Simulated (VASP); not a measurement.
# La3BN4 (P3m1) in VASP: single point with PBE

Aim: the single point of La3BN4 with PBE.

Program: VASP 6.6.1. These are calculated values, not measurements. Logs are shortened: lines on timing, memory, paths and dates and some standing lists are left out, and cuts for length are marked.

### 1 The cell of the first run

Symmetry: P3m1, No. 156, trigonal system. Conventional cell: a = 3.937 Å, b = 3.937 Å, c = 11.426 Å, α = 90.00°, β = 90.00°, γ = 120.00°. Within 1.8 Å of B (site symmetry 3m) lie 1 N at 1.36 Å. La (site symmetry 3m) has 4 N at 2.39 to 2.42 Å within 3.2 Å. Within 3.1 Å of La (site symmetry 3m) lie 5 N at 2.36 to 2.50 Å and 3 B at 3.03 Å. Within 3.1 Å of La (site symmetry 3m) lie 4 N at 2.37 to 2.44 Å. N (site symmetry 3m) has 1 B at 1.36 Å within 1.8 Å. Within 3.2 Å of N (site symmetry 3m) lie 4 La at 2.39 to 2.44 Å. N (site symmetry 3m) has 4 La at 2.42 to 2.46 Å within 3.2 Å. Within 3.1 Å of N (site symmetry 3m) lie 3 B at 2.33 Å and 2 La at 2.37 to 2.50 Å and 3 N at 2.94 Å.

### 2 Single point, PBE, non-collinear spin, zero start, spin-orbit coupling

Input file INCAR:

```
SYSTEM = La3BN4
PREC = Accurate ; ENCUT = 600
EDIFF = 1E-6 ; ISMEAR = -1
SIGMA = 0.02 ; LREAL = .False.
LASPH = .True. ; NELM = 200
ALGO = Normal ; ISIF = 2
LWAVE = .False. ; LCHARG = .True.
MAGMOM = 0 0 0 0 0 0 0 0 0 0 0 0 0 0 0 0 0 0 0 0 0 0 0 0 ; LORBIT = 11
LSORBIT = .True. ; GGA_COMPAT = .False.
LORBMOM = .True. ; LMAXMIX = 6
GGA = PE ; LVHAR = .True.
NBANDS = 74 ; KPAR = 4
```

Input file KPOINTS:

```
Automatic mesh
0
Gamma
  12 12 2
  0 0 0
```

Input file POSCAR:

```
La3BN4
1.0
    3.9374731659      0.0000000000      0.0000000000
   -1.9687365830      3.4099517884      0.0000000000
    0.0000000000      0.0000000000     11.4256697788
B La N
1 3 4
Direct
    0.3333333333      0.6666666667      0.0281147572
    0.3333333333      0.6666666667      0.4910760857
    0.6666666667      0.3333333333      0.2030405828
    0.6666666667      0.3333333333      0.7772456068
    0.3333333333      0.6666666667      0.1472036574
    0.3333333333      0.6666666667      0.7001694137
    0.6666666667      0.3333333333      0.4186637648
    0.6666666667      0.3333333333      0.9844861314
```

Potentials or basis: VASP PAW PBE potentials, release 64 (B, La, N).

Run with:

```
$ cat potpaw_PBE.64/B/POTCAR potpaw_PBE.64/La/POTCAR potpaw_PBE.64/N/POTCAR > POTCAR
$ mpirun -np 4 vasp_ncl > vasp.out
```

OUTCAR:

```text
SYSTEM = La3BN4
   PREC = Accurate
   ENCUT = 600
   EDIFF = 1E-6
   ISMEAR = -1
   LREAL = .False.
   LASPH = .True.
   NELM = 200
   ISIF = 2
   LORBIT = 11
   LSORBIT = .True.
   GGA = PE

 ion  position               nearest neighbor table
   1  0.333  0.667  0.028-   5 1.36
   2  0.333  0.667  0.491-   6 2.39   7 2.42   7 2.42   7 2.42
   3  0.667  0.333  0.203-   5 2.36   5 2.36   5 2.36   7 2.46   8 2.50
   4  0.667  0.333  0.777-   8 2.37   6 2.44   6 2.44   6 2.44
   5  0.333  0.667  0.147-   1 1.36   3 2.36   3 2.36   3 2.36
   6  0.333  0.667  0.700-   2 2.39   4 2.44   4 2.44   4 2.44
   7  0.667  0.333  0.419-   2 2.42   2 2.42   2 2.42   3 2.46
   8  0.667  0.333  0.984-   4 2.37   3 2.50

  LATTYP: Found a hexagonal cell.
 ALAT       =     3.9374731659
 C/A-ratio  =     2.9017771798

  Lattice vectors:

 A1 = (   3.9374731659,   0.0000000000,   0.0000000000)
 A2 = (  -1.9687365830,   3.4099517884,   0.0000000000)
 A3 = (   0.0000000000,   0.0000000000,  11.4256697788)

Analysis of symmetry for initial positions (statically):
=====================================================================
 Subroutine PRICEL returns:
 Original cell was already a primitive cell.

 Routine SETGRP: Setting up the symmetry group for a
 hexagonal supercell.

 Subroutine GETGRP returns: Found  6 space group operations
 (whereof  6 operations were pure point group operations)
 out of a pool of 24 trial point group operations.

The static configuration has the point symmetry C_3v.

Analysis of symmetry for dynamics (positions and initial velocities):
=====================================================================
 Subroutine PRICEL returns:
 Original cell was already a primitive cell.

 Routine SETGRP: Setting up the symmetry group for a
 hexagonal supercell.

 Subroutine GETGRP returns: Found  6 space group operations
 (whereof  6 operations were pure point group operations)
 out of a pool of 24 trial point group operations.

The dynamic configuration has the point symmetry C_3v.

Analysis of structural, dynamic, and magnetic symmetry:
=====================================================================
 Subroutine PRICEL returns:
 Original cell was already a primitive cell.

 Routine SETGRP: Setting up the symmetry group for a
 hexagonal supercell.

 Subroutine GETGRP returns: Found  6 space group operations
 (whereof  6 operations were pure point group operations)
 out of a pool of 24 trial point group operations.

The overall configuration has the point symmetry C_3v.

 Subroutine INISYM returns: Found  6 space group operations
 (whereof  6 operations are pure point group operations),
 and found     1 'primitive' translations

----------------------------------------------------------------------------------------

                                     Primitive cell

  volume of cell :     153.4078

  direct lattice vectors                    reciprocal lattice vectors
     3.937473166  0.000000000  0.000000000     0.253969985  0.146629639  0.000000000
    -1.968736583  3.409951788  0.000000000     0.000000000  0.293259278  0.000000000
     0.000000000  0.000000000 11.425669779     0.000000000  0.000000000  0.087522221

  length of vectors
     3.937473166  3.937473166 11.425669779     0.293259278  0.293259278  0.087522221

  position of ions in fractional coordinates (direct lattice)
     0.333333333  0.666666667  0.028114757
     0.333333333  0.666666667  0.491076086
     0.666666667  0.333333333  0.203040583
     0.666666667  0.333333333  0.777245607
     0.333333333  0.666666667  0.147203657
     0.333333333  0.666666667  0.700169414
     0.666666667  0.333333333  0.418663765
     0.666666667  0.333333333  0.984486131

  ion indices of the primitive-cell ions
   primitive index   ion index
                 1           1
                 2           2
                 3           3
                 4           4
                 5           5
                 6           6
                 7           7
                 8           8

----------------------------------------------------------------------------------------

 KPOINTS: Automatic mesh

Automatic generation of k-mesh.
 Grid dimensions read from file:
 generate k-points for:   12   12    2

 Generating k-lattice:

[... 116 lines left out ...]
 Fermi energy:         5.6459977783

 k-point     1 :       0.0000    0.0000    0.0000
  band No.  band energies     occupation
      1     -25.5698      1.00000
      2     -25.5698      1.00000
      3     -25.1577      1.00000
      4     -25.1577      1.00000
      5     -25.0759      1.00000
      6     -25.0759      1.00000
[... 1693 lines left out ...]
     67       8.9989      0.00000
     68       9.0267      0.00000

 [... further k-points ...]

 [bands above 68 left out]

------------------------ aborting loop because EDIFF is reached ----------------------------------------

  FORCE on cell =-STRESS in cart. coord.  units (eV):
  Direction    XX          YY          ZZ          XY          YZ          ZX
  --------------------------------------------------------------------------------------
  -------------------------------------------------------------------------------------
  Total        0.3044999      0.3044999      0.2713514     -0.0000000      0.0000000      0.0000000
  in kB        3.1801691      3.1801691      2.8339694     -0.0000000      0.0000000      0.0000000
  external PRESSURE =       3.0647692 kB  Pullay stress =       0.0000000 kB

 VOLUME and BASIS-vectors are now :
 -----------------------------------------------------------------------------
  energy-cutoff  :      600.00
  volume of cell :      153.41
      direct lattice vectors                 reciprocal lattice vectors
     3.937473166  0.000000000  0.000000000     0.253969985  0.146629639  0.000000000
    -1.968736583  3.409951788  0.000000000     0.000000000  0.293259278  0.000000000
     0.000000000  0.000000000 11.425669779     0.000000000  0.000000000  0.087522221

 POSITION                                       TOTAL-FORCE (eV/Angst)
 -----------------------------------------------------------------------------------
     -0.00000      2.27330      0.32123        -0.000000      0.000000     -0.372377
     -0.00000      2.27330      5.61087        -0.000000      0.000000      0.017977
      1.96874      1.13665      2.31987         0.000000     -0.000000     -0.135787
      1.96874      1.13665      8.88055         0.000000     -0.000000      0.097094
     -0.00000      2.27330      1.68190        -0.000000     -0.000000      0.435814
     -0.00000      2.27330      7.99990        -0.000000      0.000000     -0.020746
      1.96874      1.13665      4.78351        -0.000000      0.000000      0.023252
      1.96874      1.13665     11.24841         0.000000      0.000000     -0.045227
 -----------------------------------------------------------------------------------
    total drift:                               -0.000000      0.000000     -0.000891

  FREE ENERGIE OF THE ION-ELECTRON SYSTEM (eV)
  ---------------------------------------------------
  free  energy   TOTEN  =       -60.9543817680 eV

  energy  without entropy=      -60.9520100152  energy(sigma->0) =      -60.95319589

 orbital moment (x)

 # of ion     p       d       f       tot
 ------------------------------------------------
  1         0.000   0.000   0.000   0.000
  2         0.000   0.000  -0.000   0.000
  3         0.000  -0.000  -0.000  -0.000
  4         0.000   0.000   0.000   0.000
  5         0.000   0.000   0.000   0.000
  6        -0.000   0.000   0.000  -0.000
  7        -0.000   0.000   0.000  -0.000
  8         0.000   0.000   0.000   0.000
 ------------------------------------------------
           -0.000   0.000  -0.000  -0.000

 orbital moment (y)

 # of ion     p       d       f       tot
 ------------------------------------------------
  1        -0.000   0.000   0.000  -0.000
  2        -0.000  -0.000   0.000   0.000
  3         0.000   0.000  -0.000   0.000
  4         0.000   0.000   0.000   0.000
  5        -0.000   0.000   0.000  -0.000
  6        -0.000   0.000   0.000  -0.000
  7         0.000   0.000   0.000   0.000
  8        -0.000   0.000   0.000  -0.000
 ------------------------------------------------
           -0.000   0.000   0.000   0.000

 orbital moment (z)

 # of ion     p       d       f       tot
 ------------------------------------------------
  1         0.000   0.000   0.000   0.000
  2         0.000   0.000  -0.000  -0.000
  3         0.000  -0.000  -0.000  -0.000
  4         0.000   0.000   0.000   0.000
  5         0.000   0.000   0.000   0.000
  6         0.000   0.000   0.000   0.000
  7         0.000   0.000   0.000   0.000
  8        -0.000   0.000   0.000  -0.000
 ------------------------------------------------
           -0.000  -0.000  -0.000  -0.000

 Spin-Orbit-Coupling matrix elements

 Ion:    1  E_soc:     -0.0000043
 l=   1
     0.0000000     0.0000004    -0.0000030
     0.0000004     0.0000000     0.0000004
    -0.0000030     0.0000004     0.0000000
 l=   2
     0.0000000     0.0000000     0.0000000     0.0000000     0.0000000
     0.0000000     0.0000000     0.0000000     0.0000000     0.0000000
     0.0000000     0.0000000     0.0000000     0.0000000     0.0000000
     0.0000000     0.0000000     0.0000000     0.0000000     0.0000000
     0.0000000     0.0000000     0.0000000     0.0000000     0.0000000
 l=   3
     0.0000000     0.0000000     0.0000000     0.0000000     0.0000000     0.0000000     0.0000000
     0.0000000     0.0000000     0.0000000     0.0000000     0.0000000     0.0000000     0.0000000
     0.0000000     0.0000000     0.0000000     0.0000000     0.0000000     0.0000000     0.0000000
     0.0000000     0.0000000     0.0000000     0.0000000     0.0000000     0.0000000     0.0000000
[... 129 lines left out ...]
 l=   2
     0.0000000     0.0000000     0.0000000     0.0000000     0.0000000
     0.0000000     0.0000000     0.0000000     0.0000000     0.0000000
     0.0000000     0.0000000     0.0000000     0.0000000     0.0000000
     0.0000000     0.0000000     0.0000000     0.0000000     0.0000000
     0.0000000     0.0000000     0.0000000     0.0000000     0.0000000
 l=   3
     0.0000000     0.0000000     0.0000000     0.0000000     0.0000000     0.0000000     0.0000000
     0.0000000     0.0000000     0.0000000     0.0000000     0.0000000     0.0000000     0.0000000
     0.0000000     0.0000000     0.0000000     0.0000000     0.0000000     0.0000000     0.0000000
     0.0000000     0.0000000     0.0000000     0.0000000     0.0000000     0.0000000     0.0000000
     0.0000000     0.0000000     0.0000000     0.0000000     0.0000000     0.0000000     0.0000000
     0.0000000     0.0000000     0.0000000     0.0000000     0.0000000     0.0000000     0.0000000
     0.0000000     0.0000000     0.0000000     0.0000000     0.0000000     0.0000000     0.0000000

 total charge

# of ion       s       p       d       f       tot
--------------------------------------------------
    1        0.679   1.007   0.000   0.000   1.686
    2        2.034   5.646   0.835   0.206   8.721
    3        2.032   5.676   0.794   0.267   8.769
    4        2.032   5.646   0.802   0.209   8.689
    5        1.265   2.618   0.000   0.000   3.883
    6        1.267   2.368   0.000   0.000   3.634
    7        1.270   2.361   0.000   0.000   3.631
    8        1.292   2.196   0.000   0.000   3.488
--------------------------------------------------
tot         11.871  27.517   2.432   0.681  42.502

 magnetization (x)

# of ion       s       p       d       f       tot
--------------------------------------------------
    1        0.000   0.000   0.000   0.000   0.000
    2        0.000   0.000  -0.000   0.000   0.000
    3       -0.000   0.000   0.000   0.000   0.000
    4       -0.000   0.000   0.000   0.000   0.000
    5        0.000   0.000   0.000   0.000   0.000
    6       -0.000   0.000   0.000   0.000  -0.000
    7        0.000   0.000   0.000   0.000   0.000
    8        0.000  -0.000   0.000   0.000  -0.000
--------------------------------------------------
tot         -0.000   0.000  -0.000   0.000   0.000

 magnetization (y)

# of ion       s       p       d       f       tot
--------------------------------------------------
    1        0.000  -0.000   0.000   0.000  -0.000
    2        0.000   0.000   0.000   0.000   0.000
    3        0.000   0.000  -0.000   0.000  -0.000
    4        0.000   0.000   0.000   0.000   0.000
    5        0.000   0.000   0.000   0.000   0.000
    6        0.000   0.000   0.000   0.000   0.000
    7        0.000   0.000   0.000   0.000   0.000
    8        0.000   0.000   0.000   0.000   0.000
--------------------------------------------------
tot          0.000  -0.000  -0.000   0.000  -0.000

 magnetization (z)

# of ion       s       p       d       f       tot
--------------------------------------------------
    1        0.000   0.000   0.000   0.000   0.000
    2        0.000  -0.000  -0.000  -0.000  -0.000
    3        0.000   0.000   0.000  -0.000   0.000
    4        0.000   0.000  -0.000   0.000   0.000
    5       -0.000   0.000   0.000   0.000   0.000
    6       -0.000  -0.000   0.000   0.000  -0.000
    7        0.000  -0.000   0.000   0.000  -0.000
    8        0.000  -0.000   0.000   0.000  -0.000
--------------------------------------------------
tot         -0.000  -0.000  -0.000  -0.000  -0.000
```

Run time: 24 min. Hardware: 4 MPI ranks of Intel Xeon Platinum 8259CL at 2.50GHz (Skylake/Cascade Lake), shared host; peak memory 1.6 GiB.

Results:

* Free energy: -60.9544 eV
* Pressure: 0.3 GPa
* Largest force: 0.436 eV/Å
* Net moment: 0.00 μB per cell
* Valence electrons inside the program's atomic spheres: B 1.69; La 8.72, 8.77, 8.69; N 3.88, 3.63, 3.49 (each value once)

Forces on the atoms (eV/Å):
```
B    0.000  0.000 -0.372
La   0.000  0.000  0.018
La   0.000  0.000 -0.136
La   0.000  0.000  0.097
N    0.000  0.000  0.436
N    0.000  0.000 -0.021
N    0.000  0.000  0.023
N    0.000  0.000 -0.045
```

Moments on the atoms (μB; x, y, z):
```
B   0.00 0.00 0.00
La  0.00 0.00 0.00
La  0.00 0.00 0.00
La  0.00 0.00 0.00
N   0.00 0.00 0.00
N   0.00 0.00 0.00
N   0.00 0.00 0.00
N   0.00 0.00 0.00
```
